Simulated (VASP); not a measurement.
# RbBr (I4/mmm) in VASP: further runs

The runs below take RbBr through single point, with HSE06.

Program: VASP 6.6.1. These are calculated values, not measurements. Logs are shortened: lines on timing, memory, paths and dates and some standing lists are left out, and cuts for length are marked.

## (1) The cell of the first run

Symmetry: I4/mmm, No. 139, tetragonal system. The conventional cell has a = 4.683 Å, b = 4.683 Å, c = 6.922 Å, α = 90.00°, β = 90.00°, γ = 90.00°. Rb (site symmetry 4/mmm) has 6 Br at 3.31 to 3.46 Å within 4.4 Å. Within 4.4 Å of Br (site symmetry 4/mmm) lie 6 Rb at 3.31 to 3.46 Å.

## (2) Single point, HSE06 (biaxial xy strain -4.3%)

POSCAR reads:

```
RbBr
1.0
    0.0000000000      3.3116701862      3.4608320474
    3.3116701862      0.0000000000      3.4608320474
    3.3116701862      3.3116701862      0.0000000000
Rb Br
1 1
Direct
    0.0000000000      0.0000000000      0.0000000000
    0.5000000000      0.5000000000      0.5000000000
```

INCAR.step1 reads:

```
PREC = Accurate ; ENCUT = 520
EDIFF = 1E-5 ; ISMEAR = 0
SIGMA = 0.01 ; LREAL = F
LASPH = T ; NELM = 80
ALGO = Normal ; ISIF = 2
LWAVE = T ; LCHARG = F
NBANDS = 15 ; GGA = PE
```

INCAR.step2 reads:

```
PREC = Accurate ; ENCUT = 520
EDIFF = 1E-6 ; ISMEAR = 0
SIGMA = 0.01 ; LREAL = F
LASPH = T ; NELM = 80
ALGO = Normal ; ISIF = 2
LWAVE = F ; LCHARG = F
GGA = PE ; LHFCALC = T
HFSCREEN = 0.2079 ; PRECFOCK = Normal
NBANDS = 15 ; ISTART = 1
```

KPOINTS reads:

```
Automatic mesh
0
Gamma
  4 4 4
```

Potentials or basis: VASP PAW PBE potentials, release 64 (Rb_sv, Br).

Run with:

```console
> cat potpaw_PBE.64/Rb_sv/POTCAR potpaw_PBE.64/Br/POTCAR > POTCAR
> cp INCAR.step1 INCAR
> mpirun -np 1 vasp_std > vasp.out
> cp INCAR.step2 INCAR
> mpirun -np 1 vasp_std > vasp.out
```

OUTCAR:

```text
PREC = Accurate
   ENCUT = 520
   EDIFF = 1E-6
   ISMEAR = 0
   LREAL = F
   LASPH = T
   NELM = 80
   ISIF = 2
   GGA = PE
   LHFCALC = T
   HFSCREEN = 0.2079
   PRECFOCK = Normal
   ISTART = 1

 ion  position               nearest neighbor table
   1  0.000  0.000  0.000-   2 3.31   2 3.31   2 3.31   2 3.31   2 3.46   2 3.46
   2  0.500  0.500  0.500-   1 3.31   1 3.31   1 3.31   1 3.31   1 3.46   1 3.46

  LATTYP: Found a body centered tetragonal cell.
 ALAT       =     4.6834088914
 C/A-ratio  =     1.4779115502

  Lattice vectors:

 A1 = (  -3.3116701862,   0.0000000000,   3.4608320474)
 A2 = (   3.3116701862,   0.0000000000,   3.4608320474)
 A3 = (   0.0000000000,   3.3116701862,  -3.4608320474)

Analysis of symmetry for initial positions (statically):
=====================================================================
 Subroutine PRICEL returns:
 Original cell was already a primitive cell.

 Routine SETGRP: Setting up the symmetry group for a
 body centered tetragonal supercell.

 Subroutine GETGRP returns: Found 16 space group operations
 (whereof 16 operations were pure point group operations)
 out of a pool of 16 trial point group operations.

The static configuration has the point symmetry D_4h.

Analysis of symmetry for dynamics (positions and initial velocities):
=====================================================================
 Subroutine PRICEL returns:
 Original cell was already a primitive cell.

 Routine SETGRP: Setting up the symmetry group for a
 body centered tetragonal supercell.

 Subroutine GETGRP returns: Found 16 space group operations
 (whereof 16 operations were pure point group operations)
 out of a pool of 16 trial point group operations.

The dynamic configuration has the point symmetry D_4h.

 Subroutine INISYM returns: Found 16 space group operations
 (whereof 16 operations are pure point group operations),
 and found     1 'primitive' translations

----------------------------------------------------------------------------------------

                                     Primitive cell

  volume of cell :      75.9110

  direct lattice vectors                    reciprocal lattice vectors
     0.000000000  3.311670186  3.460832047    -0.150981219  0.150981219  0.144473928
     3.311670186  0.000000000  3.460832047     0.150981219 -0.150981219  0.144473928
     3.311670186  3.311670186  0.000000000     0.150981219  0.150981219 -0.144473928

  length of vectors
     4.790043620  4.790043620  4.683408891     0.257804912  0.257804912  0.257804912

  position of ions in fractional coordinates (direct lattice)
     0.000000000  0.000000000  0.000000000
     0.500000000  0.500000000  0.500000000

  ion indices of the primitive-cell ions
   primitive index   ion index
                 1           1
                 2           2

----------------------------------------------------------------------------------------

 KPOINTS: Automatic mesh

Automatic generation of k-mesh.
 Grid dimensions read from file:
 generate k-points for:    4    4    4

 Generating k-lattice:

  Cartesian coordinates                     Fractional coordinates (reciprocal lattice)
    -0.037745305  0.037745305  0.036118482     0.250000000 -0.000000000  0.000000000
     0.037745305 -0.037745305  0.036118482    -0.000000000  0.250000000  0.000000000
     0.037745305  0.037745305 -0.036118482     0.000000000  0.000000000  0.250000000

  Length of vectors
     0.064451228  0.064451228  0.064451228

  Shift w.r.t. Gamma in fractional coordinates (k-lattice)
     0.000000000  0.000000000  0.000000000

 Subroutine IBZKPT returns following result:
 ===========================================

 Found     13 irreducible k-points:

 Following reciprocal coordinates:
            Coordinates               Weight
  0.000000  0.000000  0.000000      1.000000
  0.250000  0.000000  0.000000      8.000000
  0.500000  0.000000  0.000000      4.000000
  0.250000  0.250000  0.000000      2.000000
  0.500000  0.250000  0.000000      8.000000
 -0.250000  0.250000  0.000000      4.000000
  0.500000  0.500000  0.000000      1.000000
  0.250000  0.000000  0.250000      4.000000
  0.500000  0.000000  0.250000     16.000000
 -0.250000  0.000000  0.250000      8.000000
 -0.250000  0.500000  0.250000      4.000000
  0.500000  0.000000  0.500000      2.000000
 -0.250000  0.250000  0.500000      2.000000
   k-points           NKPTS =     13   k-points in BZ     NKDIM =     64   number of bands    NBANDS=     15
   number of dos      NEDOS =    301   number of ions     NIONS =      2
   total plane-waves  NPLWV =  46656
   dimension x,y,z NGX =    36 NGY =   36 NGZ =   36
   dimension x,y,z NGXF=    72 NGYF=   72 NGZF=   72
   ions per type =               1   1
   NGX,Y,Z   is equivalent  to a cutoff of  12.49, 12.49, 12.78 a.u.
   NGXF,Y,Z  is equivalent  to a cutoff of  24.99, 24.99, 25.56 a.u.
 SYSTEM =  unknown system
   PREC   = accura    normal or accurate (medium, high low for compatibility)
   ISTART =      1    job   : 0-new  1-cont  2-samecut
   ICHARG =      0    charge: 1-file 2-atom 10-const
   ISPIN  =      1    spin polarized calculation?
   LNONCOLLINEAR =      F non collinear calculations
   LSORBIT =      F    spin-orbit coupling
   LASPH  =      T    aspherical Exc in radial PAW
   ENCUT  =  520.0 eV  38.22 Ry    6.18 a.u.   8.91  8.91  8.71*2*pi/ulx,y,z
   NELM   =     80;   NELMIN=  2; NELMDL=  0     # of ELM steps
   EDIFF  = 0.1E-05   stopping-criterion for ELM
   LREAL  =      F    real-space projection
   EDIFFG = 0.1E-04   stopping-criterion for IOM
   NSW    =      0    number of steps for IOM
   IBRION =     -1    ionic relax: 0-MD 1-quasi-New 2-CG
   NFREE  =      0    steps in history (QN), initial steepest desc. (CG)
   ISIF   =      2    stress and relaxation
   ISYM   =      3    0-nonsym 1-usesym 2-fastsym
   POTIM  = 0.5000    time-step for ionic-motion
   TEBEG  =    0.0;   TEEND  =   0.0 temperature during run
   PSTRESS=    0.0 pullay stress
   NELECT =      16.0000    total number of electrons
   NUPDOWN=      -1.0000    fix difference up-down
   EMIN   =  10.00;   EMAX   =-10.00  energy-range for DOS
   EFERMI =   0.00;   METHOD = LEGACY
   ISMEAR =     0;   SIGMA  =   0.01  broadening in eV -4-tet -1-fermi 0-gaus
   EFERMI_NEDOS =   21; number of points for ismear=-14 and -15
   IALGO  =     38    algorithm
   IMIX   =      1    mixing-type and parameters
     AMIX     =   0.40;   BMIX     =  1.00
     AMIX_MAG =   1.60;   BMIX_MAG =  1.00
  volume/ion in A,a.u.               =      37.96       256.14
  Fermi-wavevector in a.u.,A,eV,Ry     =   0.974271  1.841106 12.914714  0.949205
  Thomas-Fermi vector in A             =   2.104718
   LORBIT       =      0    0 simple, 1 ext, 2 COOP (PROOUT), +10 PAW based schemes
   GGA     = PE    functional components
   LHFCALC =     T    Hartree Fock is set to
   PRECFOCK=normal    Normal, Fast or Accurate (Low or Medium for compatibility)
   ENCUT4O =  -1.0   cutoff for four orbital integrals eV
   NKREDX  =     1    reduce k-point grid by
   NKREDY  =     1    reduce k-point grid by
   NKREDZ  =     1    reduce k-point grid by
   AEXX    =    0.2500 exact exchange contribution
   HFSCREEN=    0.2079 screening length (either q_TF or 0.3 A-1)
   HFSCREENC=   0.2079 screening length for correlation (either q_TF or 0.3 A-1)
   ENCUTFOCK=  -1.0 apply spherical cutoff to Coloumb kernel
   IVDW    =     0    specifies the selected vdW correction
   LEPSILON=     F    determine dielectric tensor
   LRPA    =     F    only Hartree local field effects (RPA)
 non-spin polarized calculation
 Gauss-broadening in eV      SIGMA  =   0.01
  energy-cutoff  :      520.00
  volume of cell :       75.91
 maximum number of plane-waves:      2084
  NGX = 28; NGY = 28; NGZ = 28

 number of electron      16.0000001 magnetization

 Free energy of the ion-electron system (eV)
  ---------------------------------------------------
  ext. energy  EPLUGINS =         0.00000000
  ---------------------------------------------------
  free energy    TOTEN  =        -7.01422045 eV

  energy without entropy =       -7.01422045  energy(sigma->0) =       -7.01422045

 E-fermi :  -2.2231     XC(G=0):  -6.2624

 val. band max:       -2.3745094782   @ k =   0.0000   0.0000   0.0000
 cond. band min:       3.2840614702   @ k =   0.0000   0.0000   0.0000
 fundamental gap:      5.6585709483
 Fermi energy:        -2.2230770491

 k-point     1 :       0.0000    0.0000    0.0000
  band No.  band energies     occupation
      1     -28.3643      2.00000
      2     -15.6701      2.00000
      3     -11.2930      2.00000
      4     -11.2930      2.00000
      5     -11.2755      2.00000
      6      -2.4369      2.00000
      7      -2.3745      2.00000
      8      -2.3745      2.00000
      9       3.2841      0.00000
     10       5.9808      0.00000
     11       6.2631      0.00000
     12       6.2631      0.00000
     13       7.0725      0.00000
     14       7.3040      0.00000
     15       9.8832      0.00000

 k-point     2 :       0.2500    0.0000    0.0000
  band No.  band energies     occupation
      1     -28.3570      2.00000
      2     -15.7014      2.00000
      3     -11.2885      2.00000
      4     -11.2877      2.00000
      5     -11.2410      2.00000
      6      -3.0302      2.00000
      7      -2.6302      2.00000
      8      -2.6145      2.00000
      9       4.6252      0.00000
     10       6.0311      0.00000
     11       6.8999      0.00000
     12       7.0434      0.00000
     13       8.0533      0.00000
     14       8.3430      0.00000
     15      11.7565      0.00000
[... 167 lines left out ...]
      3     -11.5422      2.00000
      4     -11.4124      2.00000
      5     -11.3627      2.00000
      6      -2.8727      2.00000
      7      -2.6102      2.00000
      8      -2.5623      2.00000
      9       4.2800      0.00000
     10       6.2804      0.00000
     11       8.4060      0.00000
     12       8.4130      0.00000
     13       8.7971      0.00000
     14       9.9015      0.00000
     15      10.3871      0.00000

 k-point    13 :      -0.2500    0.2500    0.5000
  band No.  band energies     occupation
      1     -28.3445      2.00000
      2     -15.6221      2.00000
      3     -11.4773      2.00000
      4     -11.4773      2.00000
      5     -11.2739      2.00000
      6      -2.9198      2.00000
      7      -2.7448      2.00000
      8      -2.7448      2.00000
      9       5.8337      0.00000
     10       5.8337      0.00000
     11       7.5571      0.00000
     12       7.9992      0.00000
     13      10.0118      0.00000
     14      10.0473      0.00000
     15      10.4277      0.00000

------------------------ aborting loop because EDIFF is reached ----------------------------------------

  FORCE on cell =-STRESS in cart. coord.  units (eV):
  Direction    XX          YY          ZZ          XY          YZ          ZX
  --------------------------------------------------------------------------------------
  -------------------------------------------------------------------------------------
  Total        1.2252753      1.2252753      0.3570810      0.0000000     -0.0000000      0.0000000
  in kB       25.8606592     25.8606592      7.5365516      0.0000000     -0.0000000      0.0000000
  external PRESSURE =      19.7526233 kB  Pullay stress =       0.0000000 kB

 VOLUME and BASIS-vectors are now :
 -----------------------------------------------------------------------------
  energy-cutoff  :      520.00
  volume of cell :       75.91
      direct lattice vectors                 reciprocal lattice vectors
     0.000000000  3.311670186  3.460832047    -0.150981219  0.150981219  0.144473928
     3.311670186  0.000000000  3.460832047     0.150981219 -0.150981219  0.144473928
     3.311670186  3.311670186  0.000000000     0.150981219  0.150981219 -0.144473928

 POSITION                                       TOTAL-FORCE (eV/Angst)
 -----------------------------------------------------------------------------------
      0.00000      0.00000      0.00000         0.000000      0.000000     -0.000000
      3.31167      3.31167      3.46083         0.000000     -0.000000      0.000000
 -----------------------------------------------------------------------------------
    total drift:                                0.000001     -0.000000     -0.000001

  FREE ENERGIE OF THE ION-ELECTRON SYSTEM (eV)
  ---------------------------------------------------
  free  energy   TOTEN  =        -7.0142204522 eV

  energy  without entropy=       -7.0142204522  energy(sigma->0) =       -7.01422045
```

Wall time 12 min (1 thread of AMD EPYC 7R43 (Zen 3), shared host); peak memory 0.29 GiB.

What came out:

* Free energy: -7.0142 eV
* Pressure: 2.0 GPa
* Band gap on the k mesh: 5.66 eV

Stress tensor (GPa, compression positive):
```
2.59 0.00 0.00
0.00 2.59 0.00
0.00 0.00 0.75
```

Caveat: the cell differs from its parent crystal (biaxial xy strain -4.3%); the PAW data sets were made with another functional, which shifts forces and pressure a little.

## (3) Single point, HSE06 (uniaxial x strain +3.0%)

POSCAR reads:

```
RbBr
1.0
    0.0000000000      3.4608320474      3.4608320474
    3.5639648424      0.0000000000      3.4608320474
    3.5639648424      3.4608320474      0.0000000000
Rb Br
1 1
Direct
    0.0000000000      0.0000000000      0.0000000000
    0.5000000000      0.5000000000      0.5000000000
```

INCAR.step1 reads:

```
SYSTEM = RbBr
ALGO = Normal
EDIFF = 1E-5
ENCUT = 520
GGA = PE
ISIF = 2
ISMEAR = 0
LASPH = .TRUE.
LREAL = .FALSE.
LWAVE = .TRUE.
NBANDS = 15
NELM = 80
PREC = Accurate
SIGMA = 0.01
```

INCAR.step2 reads:

```
SYSTEM = RbBr
ALGO = Normal
EDIFF = 1E-7
ENCUT = 520
GGA = PE
HFSCREEN = 0.2079
ISIF = 2
ISMEAR = 0
ISTART = 1
LASPH = .TRUE.
LCHARG = .TRUE.
LELF = .TRUE.
LHFCALC = .TRUE.
LREAL = .FALSE.
LVHAR = .TRUE.
LWAVE = .FALSE.
NBANDS = 15
NELM = 80
PREC = Accurate
PRECFOCK = Normal
SIGMA = 0.01
```

KPOINTS reads:

```
k-points
0
G
  4 4 4
  0 0 0
```

Potentials or basis: VASP PAW PBE potentials, release 64 (Rb_sv, Br).

Run with:

```console
> cat potpaw_PBE.64/Rb_sv/POTCAR potpaw_PBE.64/Br/POTCAR > POTCAR
> cp INCAR.step1 INCAR
> mpirun -np 1 vasp_std > vasp.out
> cp INCAR.step2 INCAR
> mpirun -np 1 vasp_std > vasp.out
```

It took 16 min on 1 thread of AMD EPYC 7R43 (Zen 3), shared host; peak memory 0.31 GiB.

The run converged. Its results:

* Free energy: -7.0708 eV
* Pressure: 0.0 GPa
* Band gap on the k mesh: 5.36 eV

Stress tensor (GPa, compression positive):
```
-0.48  0.00  0.00
 0.00  0.19  0.00
 0.00  0.00  0.19
```

Levels at points of the mesh, in eV from the valence-band top:
```csv
k point,band 6,band 7,band 8,band 9,band 10,band 11
"(0.00, 0.00, 0.00)",-0.02,0.00,0.00,5.36,8.39,8.56
"(0.50, 0.00, 0.00)",-0.93,-0.33,-0.32,7.79,8.74,10.69
"(0.50, 0.50, 0.00)",-0.47,-0.19,-0.18,6.78,8.19,10.14
"(0.00, 0.50, 0.50)",-0.52,-0.15,-0.15,6.82,8.16,10.02
```

Caveat: the cell differs from its parent crystal (uniaxial x strain +3.0%); the PAW data sets were made with another functional, which shifts forces and pressure a little.
